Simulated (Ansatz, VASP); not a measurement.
# Two plane-wave programs on Sn

Contents of INCAR:

```
PREC = Accurate ; ENCUT = 520
EDIFF = 1E-6 ; ISMEAR = -1
SIGMA = 0.1 ; LREAL = F
LASPH = T ; NELM = 60
ALGO = Normal ; ISIF = 2
LWAVE = F ; LCHARG = F
GGA = PE ; NBANDS = 36
```

Contents of KPOINTS:

```
regular mesh
0
Gamma
  12 12 3
```

The input POSCAR:

```
Sn
1.0
    3.1128505693      0.0000000000      0.0000000000
   -1.5564252847      2.6958076712      0.0000000000
    0.0000000000      0.0000000000     10.1123628275
Sn
4
Direct
    0.0000000000      0.0000000000      0.0000000000
    0.0000000000      0.0000000000      0.5000000000
    0.3333333333      0.6666666667      0.2500000000
    0.6666666667      0.3333333333      0.7500000000
```

Input for Ansatz:

```yaml
crystal:
  lattice:
    - [3.1128505693, 0.0, 0.0]
    - [-1.5564252847, 2.6958076712, 0.0]
    - [0.0, 0.0, 10.1123628275]
  atoms:
    - { symbol: Sn, position: [0.0, 0.0, 0.0] }
    - { symbol: Sn, position: [0.0, 0.0, 0.5] }
    - { symbol: Sn, position: [0.3333333333, 0.6666666667, 0.25] }
    - { symbol: Sn, position: [0.6666666667, 0.3333333333, 0.75] }
kpoints:
  mp_grid: { grid: [12, 12, 3] }
scf:
  occupations: { method: fermi_dirac, width: 0.1 }
hamiltonian:
  xc: pbe
  pseudopotentials: { kind: paw }
output:
  forces: true
  stress: true
  eigenvalues: true
  populations: true
```

Change from the starting cell: volume scaled by 0.76, PAW files.

Alike in both runs: task single point; functional PBE; k mesh 12 × 12 × 3; occupations fermi-dirac, width 0.1 eV; no spin polarisation.

```csv
,VASP,Ansatz
version,VASP 6.6.1,Ansatz 0.2.0
potentials or method,"VASP PAW PBE potentials, release 64 (Sn_d)","PAW with Ansatz's default frozen-core files, scalar-relativistic"
plane-wave cutoff (eV),520,420
valence electrons in the cell,56,56
```

```tsv
	VASP	Ansatz	Ansatz less VASP
pressure (GPa)	24.5	24.6	+0.06
traceless stress, the component that is largest in VASP (GPa)	-0.10	-0.09	+0.009
```
